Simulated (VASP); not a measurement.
# Au (C2/m) in VASP: a series of runs

Au is run at these levels: PBE; tasks: single point.

Program: VASP 6.6.1. These are calculated values, not measurements. Logs are shortened: lines on timing, memory, paths and dates and some standing lists are left out, and cuts for length are marked.

## (1) The cell of the first run

The structure is monoclinic, space group C2/m (No. 12). Conventional cell: a = 4.683 Å, b = 3.218 Å, c = 2.880 Å, α = 90.00°, β = 120.80°, γ = 90.00°. Within 3.7 Å of Au (site symmetry 2/m) lie 12 Au at 2.84 to 3.22 Å.

## (2) Single point, PBE

Input file INCAR:

```
SYSTEM = Au
PREC = Accurate ; ENCUT = 520
EDIFF = 1E-6 ; ISMEAR = 0
SIGMA = 0.1 ; LREAL = .FALSE.
LASPH = .TRUE. ; NELM = 80
ALGO = Fast ; ISIF = 2
LWAVE = .FALSE. ; LCHARG = .FALSE.
GGA = PE ; NBANDS = 30
```

Input file KPOINTS:

```
regular mesh
0
G
  7 7 15
  0 0 0
```

Input file POSCAR:

```
Au
1.0
    6.1509282551      0.0006852844     -0.1171931611
   -2.7834998839      5.4850749553      0.1171931611
   -1.5316379090      0.9401943803      2.2507070780
Au
4
Direct
    0.0000000000      0.5000000000      0.0000000000
    0.5000000000      0.5000000000      0.0000000000
    0.0000000000      0.0000000000      0.0000000000
    0.5000000000      0.0000000000      0.0000000000
```

Potentials or basis: VASP PAW PBE potentials, release 64 (Au).

Launch:

```bash
> cat potpaw_PBE.64/Au/POTCAR > POTCAR
> mpirun -np 1 vasp_std > vasp.out
```

OUTCAR:

```text
SYSTEM = Au
   PREC = Accurate
   ENCUT = 520
   EDIFF = 1E-6
   ISMEAR = 0
   LREAL = .FALSE.
   LASPH = .TRUE.
   NELM = 80
   ISIF = 2
   GGA = PE

 ion  position               nearest neighbor table
   1  0.000  0.500  0.000-   2 2.84   2 2.84   3 2.84   3 2.84   3 3.08   3 3.08   2 3.08   2 3.08
                             4 3.22   4 3.22
   2  0.500  0.500  0.000-   1 2.84   1 2.84   4 2.84   4 2.84   4 3.08   4 3.08   1 3.08   1 3.08
                             3 3.22   3 3.22
   3  0.000  0.000  0.000-   4 2.84   4 2.84   1 2.84   1 2.84   1 3.08   1 3.08   4 3.08   4 3.08
                             2 3.22   2 3.22
   4  0.500  0.000  0.000-   3 2.84   3 2.84   2 2.84   2 2.84   2 3.08   2 3.08   3 3.08   3 3.08
                             1 3.22   1 3.22

  LATTYP: Found a base centered monoclinic cell.
 ALAT       =     8.1035040984
 B/A-ratio  =     0.7943301802
 C/A-ratio  =     0.3554267120
 COS(beta)  =    -0.1189864428

  Lattice vectors:

 A1 = (   1.2518619749,  -4.5448805750,   2.1335139169)
 A2 = (   4.6192903461,   0.9408796647,   2.1335139169)
 A3 = (  -1.5316379090,   0.9401943803,   2.2507070780)

Analysis of symmetry for initial positions (statically):
=====================================================================
 Subroutine PRICEL returns following result:

  LATTYP: Found a base centered monoclinic cell.
 ALAT       =     4.6834972037
 B/A-ratio  =     0.6871849806
 C/A-ratio  =     0.6149681941
 COS(beta)  =    -0.5120315332

  Lattice vectors:

 A1 = (   0.1398879671,   1.8023430974,  -2.1921104975)
 A2 = (  -1.5438262186,  -0.9405370225,  -2.1921104975)
 A3 = (  -1.5316379090,   0.9401943803,   2.2507070780)

   4 primitive cells build up your supercell.

 Routine SETGRP: Setting up the symmetry group for a
 base centered monoclinic supercell.

 Subroutine GETGRP returns: Found  4 space group operations
 (whereof  4 operations were pure point group operations)
 out of a pool of  4 trial point group operations.

The static configuration has the point symmetry C_2h.

Analysis of symmetry for dynamics (positions and initial velocities):
=====================================================================
 Subroutine PRICEL returns following result:

  LATTYP: Found a base centered monoclinic cell.
 ALAT       =     4.6834972037
 B/A-ratio  =     0.6871849806
 C/A-ratio  =     0.6149681941
 COS(beta)  =    -0.5120315332

  Lattice vectors:

 A1 = (   0.1398879671,   1.8023430974,  -2.1921104975)
 A2 = (  -1.5438262186,  -0.9405370225,  -2.1921104975)
 A3 = (  -1.5316379090,   0.9401943803,   2.2507070780)

   4 primitive cells build up your supercell.

 Routine SETGRP: Setting up the symmetry group for a
 base centered monoclinic supercell.

 Subroutine GETGRP returns: Found  4 space group operations
 (whereof  4 operations were pure point group operations)
 out of a pool of  4 trial point group operations.

The dynamic configuration has the point symmetry C_2h.

 Subroutine INISYM returns: Found  4 space group operations
 (whereof  4 operations are pure point group operations),
 and found     4 'primitive' translations

----------------------------------------------------------------------------------------

                                     Primitive cell

  volume of cell :      18.6459

  direct lattice vectors                    reciprocal lattice vectors
     0.139887967  1.802343097 -2.192110497    -0.002996013  0.366419379 -0.155104256
    -1.543826219 -0.940537023 -2.192110497    -0.328091184 -0.163181838 -0.155104256
    -1.531637909  0.940194380  2.250707078    -0.322467426  0.197946303  0.142172505

  length of vectors
     2.841365467  2.841365467  2.880201817     0.397906355  0.397906355  0.404204158

  position of ions in fractional coordinates (direct lattice)
     1.000000000  1.000000000  0.000000000

  ion indices of the primitive-cell ions
   primitive index   ion index
                 1           1

----------------------------------------------------------------------------------------

 KPOINTS: regular mesh

Automatic generation of k-mesh.
 Grid dimensions read from file:
 generate k-points for:    7    7   15

 Generating k-lattice:

  Cartesian coordinates                     Fractional coordinates (reciprocal lattice)
     0.023435085  0.011655846  0.011078875     0.142857143 -0.000000000 -0.000000000
    -0.000214001  0.026172813 -0.011078875     0.000000000  0.142857143 -0.000000000
     0.000574651 -0.000352749  0.030158735     0.000000000  0.000000000  0.066666667

  Length of vectors
     0.028421883  0.028421883  0.030166271

  Shift w.r.t. Gamma in fractional coordinates (k-lattice)
     0.000000000  0.000000000  0.000000000

 Subroutine IBZKPT returns following result:
 ===========================================

 Found    212 irreducible k-points:

 Following reciprocal coordinates:
            Coordinates               Weight
  0.000000  0.000000  0.000000      1.000000
  0.142857  0.000000  0.000000      4.000000
  0.285714 -0.000000 -0.000000      4.000000
  0.428571 -0.000000  0.000000      4.000000
  0.142857  0.142857 -0.000000      2.000000
  0.285714  0.142857  0.000000      4.000000
[... 16 lines left out ...]
 -0.142857  0.000000  0.066667      4.000000
  0.142857  0.142857  0.066667      4.000000
 [... further k-points ...]
   k-points           NKPTS =    212   k-points in BZ     NKDIM =    212   number of bands    NBANDS=     30
   number of dos      NEDOS =    301   number of ions     NIONS =      4
   total plane-waves  NPLWV =  55296
   dimension x,y,z NGX =    48 NGY =   48 NGZ =   24
   dimension x,y,z NGXF=    96 NGYF=   96 NGZF=   48
   ions per type =               4
   NGX,Y,Z   is equivalent  to a cutoff of  12.97, 12.97, 13.85 a.u.
   NGXF,Y,Z  is equivalent  to a cutoff of  25.94, 25.94, 27.71 a.u.
 SYSTEM =  Au
   PREC   = accura    normal or accurate (medium, high low for compatibility)
   ISTART =      0    job   : 0-new  1-cont  2-samecut
   ICHARG =      2    charge: 1-file 2-atom 10-const
   ISPIN  =      1    spin polarized calculation?
   LNONCOLLINEAR =      F non collinear calculations
   LSORBIT =      F    spin-orbit coupling
   LASPH  =      T    aspherical Exc in radial PAW
   ENCUT  =  520.0 eV  38.22 Ry    6.18 a.u.  11.44 11.44  5.36*2*pi/ulx,y,z
   NELM   =     80;   NELMIN=  2; NELMDL= -5     # of ELM steps
   EDIFF  = 0.1E-05   stopping-criterion for ELM
   LREAL  =      F    real-space projection
   EDIFFG = 0.1E-04   stopping-criterion for IOM
   NSW    =      0    number of steps for IOM
   IBRION =     -1    ionic relax: 0-MD 1-quasi-New 2-CG
   NFREE  =      0    steps in history (QN), initial steepest desc. (CG)
   ISIF   =      2    stress and relaxation
   ISYM   =      2    0-nonsym 1-usesym 2-fastsym
   POTIM  = 0.5000    time-step for ionic-motion
   TEBEG  =    0.0;   TEEND  =   0.0 temperature during run
   PSTRESS=    0.0 pullay stress
   NELECT =      44.0000    total number of electrons
   NUPDOWN=      -1.0000    fix difference up-down
   EMIN   =  10.00;   EMAX   =-10.00  energy-range for DOS
   EFERMI =   0.00;   METHOD = LEGACY
   ISMEAR =     0;   SIGMA  =   0.10  broadening in eV -4-tet -1-fermi 0-gaus
   EFERMI_NEDOS =   21; number of points for ismear=-14 and -15
   IALGO  =     68    algorithm
   IMIX   =      4    mixing-type and parameters
     AMIX     =   0.40;   BMIX     =  1.00
     AMIX_MAG =   1.60;   BMIX_MAG =  1.00
  volume/ion in A,a.u.               =      18.65       125.83
  Fermi-wavevector in a.u.,A,eV,Ry     =   1.373023  2.594638 25.649609  1.885193
  Thomas-Fermi vector in A             =   2.498578
   LORBIT       =      0    0 simple, 1 ext, 2 COOP (PROOUT), +10 PAW based schemes
   GGA     = PE    functional components
   LHFCALC =     F    Hartree Fock is set to
   AEXX    =    0.0000 exact exchange contribution
   IVDW    =     0    specifies the selected vdW correction
   LEPSILON=     F    determine dielectric tensor
   LRPA    =     F    only Hartree local field effects (RPA)
 non-spin polarized calculation
 RMM-DIIS sequential band-by-band and
 Gauss-broadening in eV      SIGMA  =   0.10
  energy-cutoff  :      520.00
  volume of cell :       74.58
 maximum number of plane-waves:      2031
 NGX is ok and might be reduce to    48
   NGX = 23   NGY = 23   NGZ = 11

 number of electron      44.0000005 magnetization

 Free energy of the ion-electron system (eV)
  ---------------------------------------------------
  ext. energy  EPLUGINS =         0.00000000
  ---------------------------------------------------
  free energy    TOTEN  =       -12.74966796 eV

  energy without entropy =      -12.74267035  energy(sigma->0) =      -12.74616915

 E-fermi :   8.0540     XC(G=0): -12.1679

 val. band max:        8.0501149690   @ k =   0.1429   0.2857   0.4000
 cond. band min:       8.0610645435   @ k =   0.1429  -0.0000   0.2000
 fundamental gap:      0.0109495745
 Fermi energy:         8.0539683757

 k-point     1 :       0.0000    0.0000    0.0000
  band No.  band energies     occupation
      1      -0.9095      2.00000
      2       1.3461      2.00000
      3       1.3461      2.00000
      4       1.7491      2.00000
      5       1.9980      2.00000
      6       3.0493      2.00000
[... 22 lines left out ...]
     29      19.2161      0.00000
     30      22.3772      0.00000

 k-point     2 :       0.1429    0.0000    0.0000
  band No.  band energies     occupation
      1      -0.7589      2.00000
      2       1.3260      2.00000
      3       1.4632      2.00000
      4       1.8019      2.00000
      5       2.0797      2.00000
      6       3.0765      2.00000
[... 22 lines left out ...]
     29      19.4938      0.00000
     30      22.3596      0.00000

 k-point     3 :       0.2857   -0.0000   -0.0000
  band No.  band energies     occupation
      1      -0.3306      2.00000
      2       1.2148      2.00000
      3       1.7564      2.00000
      4       1.9284      2.00000
      5       2.3329      2.00000
      6       3.1585      2.00000
[... 22 lines left out ...]
     29      20.2621      0.00000
     30      21.2310      0.00000

 k-point     4 :       0.4286   -0.0000    0.0000
  band No.  band energies     occupation
      1       0.2844      2.00000
      2       0.8765      2.00000
      3       2.0186      2.00000
      4       2.0471      2.00000
      5       2.7497      2.00000
      6       3.2158      2.00000
[... 22 lines left out ...]
     29      19.0164      0.00000
     30      20.9183      0.00000

 k-point     5 :       0.1429    0.1429   -0.0000
  band No.  band energies     occupation
      1      -0.5480      2.00000
      2       1.4381      2.00000
      3       1.4381      2.00000
      4       1.8801      2.00000
      5       2.2174      2.00000
      6       3.0465      2.00000
[... 22 lines left out ...]
     29      19.8800      0.00000
     30      22.4243      0.00000
[... 526 lines left out ...]
     29      19.9605      0.00000
     30      20.5208      0.00000

 k-point    22 :      -0.2857    0.0000    0.0667
  band No.  band energies     occupation
      1      -0.4032      2.00000
      2       1.4362      2.00000
      3       1.6493      2.00000
      4       1.9919      2.00000
      5       2.2688      2.00000
      6       3.0374      2.00000
[... 22 lines left out ...]
     29      19.4799      0.00000
     30      21.7232      0.00000

 k-point    23 :      -0.1429    0.0000    0.0667
  band No.  band energies     occupation
      1      -0.7130      2.00000
      2       1.4478      2.00000
      3       1.4823      2.00000
      4       1.8710      2.00000
      5       2.0969      2.00000
      6       3.0683      2.00000
[... 22 lines left out ...]
     29      18.8505      0.00000
     30      22.0854      0.00000

 k-point    24 :       0.1429    0.1429    0.0667
  band No.  band energies     occupation
      1      -0.3772      2.00000
      2       1.3854      2.00000
      3       1.7214      2.00000
      4       1.9761      2.00000
      5       2.2995      2.00000
      6       3.0990      2.00000
[... 22 lines left out ...]
     29      19.3119      0.00000
     30      22.0787      0.00000

 [... further k-points ...]

------------------------ aborting loop because EDIFF is reached ----------------------------------------

  FORCE on cell =-STRESS in cart. coord.  units (eV):
  Direction    XX          YY          ZZ          XY          YZ          ZX
  --------------------------------------------------------------------------------------
  -------------------------------------------------------------------------------------
  Total       -1.9006428     -1.7299880     -0.0822384      0.1680970     -0.0299145      0.0487328
  in kB      -40.8288998    -37.1629564     -1.7666137      3.6109979     -0.6426122      1.0468589
  external PRESSURE =     -26.5861566 kB  Pullay stress =       0.0000000 kB

 VOLUME and BASIS-vectors are now :
 -----------------------------------------------------------------------------
  energy-cutoff  :      520.00
  volume of cell :       74.58
      direct lattice vectors                 reciprocal lattice vectors
     6.150928255  0.000685284 -0.117193161     0.164045592  0.081590919  0.077552128
    -2.783499884  5.485074955  0.117193161    -0.001498006  0.183209689 -0.077552128
    -1.531637909  0.940194380  2.250707078     0.008619770 -0.005291237  0.452381018

 POSITION                                       TOTAL-FORCE (eV/Angst)
 -----------------------------------------------------------------------------------
     -1.39175      2.74254      0.05860        -0.000000     -0.000000      0.000000
      1.68371      2.74288      0.00000         0.000000      0.000000     -0.000000
      0.00000      0.00000      0.00000         0.000000     -0.000000      0.000000
      3.07546      0.00034     -0.05860        -0.000000      0.000000     -0.000000
 -----------------------------------------------------------------------------------
    total drift:                               -0.000000      0.000000      0.000000

  FREE ENERGIE OF THE ION-ELECTRON SYSTEM (eV)
  ---------------------------------------------------
  free  energy   TOTEN  =       -12.7496679569 eV

  energy  without entropy=      -12.7426703470  energy(sigma->0) =      -12.74616915
```

It took 2.9 min on 1 thread of Intel Xeon 6975P-C (Granite Rapids), shared host; peak memory 0.48 GiB.

What came out:

| Property | Result |
| --- | --- |
| Free energy | -12.7497 eV |
| Pressure | -2.7 GPa |
| Band gap on the k mesh | zero (bands 22 and 23 overlap by 4.56 eV) |

Stress tensor (GPa, compression positive):
```
-4.08  0.36  0.10
 0.36 -3.72 -0.06
 0.10 -0.06 -0.18
```

Caveat: spin-orbit coupling is left out, which moves the levels of the heavy elements.

## (3) Single point, PBE

This run uses another cell than the first one, of 18.85 Å³/atom.

Input file INCAR:

```
SYSTEM = Au
PREC     = Accurate       ! precision mode
ENCUT    = 520            ! plane-wave cutoff, eV
EDIFF    = 1E-7           ! SCF threshold, eV
ISMEAR   = 0              ! smearing method
SIGMA    = 0.1            ! smearing width, eV
LREAL    = .False.        ! projectors in reciprocal space
LASPH    = .True.         ! aspherical terms in the spheres
NELM     = 60             ! most SCF steps
ALGO     = Fast           ! electronic algorithm
ISIF     = 2              ! what is computed and relaxed
LWAVE    = .False.        ! write WAVECAR
LCHARG   = .False.        ! write CHGCAR
GGA      = PE             ! functional
NBANDS   = 30             ! bands
```

Input file KPOINTS:

```
Automatic mesh
0
Gamma
  7 7 15
  0 0 0
```

Input file POSCAR:

```
Au
1.0
    6.1520446281      0.0000000000      0.0000000000
   -2.7846162569      5.4857602397      0.0000000000
   -1.4894434808      0.9142933733      2.2345274082
Au
4
Direct
    0.0000000000      0.5000000000      0.0000000000
    0.5000000000      0.5000000000      0.0000000000
    0.0000000000      0.0000000000      0.0000000000
    0.5000000000      0.0000000000      0.0000000000
```

Potentials or basis: VASP PAW PBE potentials, release 64 (Au).

Launch:

```bash
> cat potpaw_PBE.64/Au/POTCAR > POTCAR
> mpirun -np 1 vasp_std > vasp.out
```

Run time: 3.2 min. Hardware: 1 thread of Intel Xeon 6975P-C (Granite Rapids), shared host; peak memory 0.48 GiB.

It converged, with:

| Item | Value |
| --- | --- |
| Free energy | -12.7324 eV |
| Pressure | -3.9 GPa |
| Band gap on the k mesh | zero (bands 22 and 23 overlap by 4.53 eV) |

Stress tensor (GPa, compression positive):
```
-5.07 -0.21 -1.02
-0.21 -5.28  0.62
-1.02  0.62 -1.35
```

Levels at points of the mesh, in eV from the Fermi level:
| k point | band 19 | band 20 | band 21 | band 22 | band 23 | band 24 | band 25 | band 26 |
| --- | --- | --- | --- | --- | --- | --- | --- | --- |
| (0.00, 0.00, 0.00) | -1.77 | -1.71 | -1.41 | -0.82 | -0.82 | 1.70 | 2.02 | 2.02 |

Caveat: the cell stands under tension; spin-orbit coupling is left out, which moves the levels of the heavy elements.
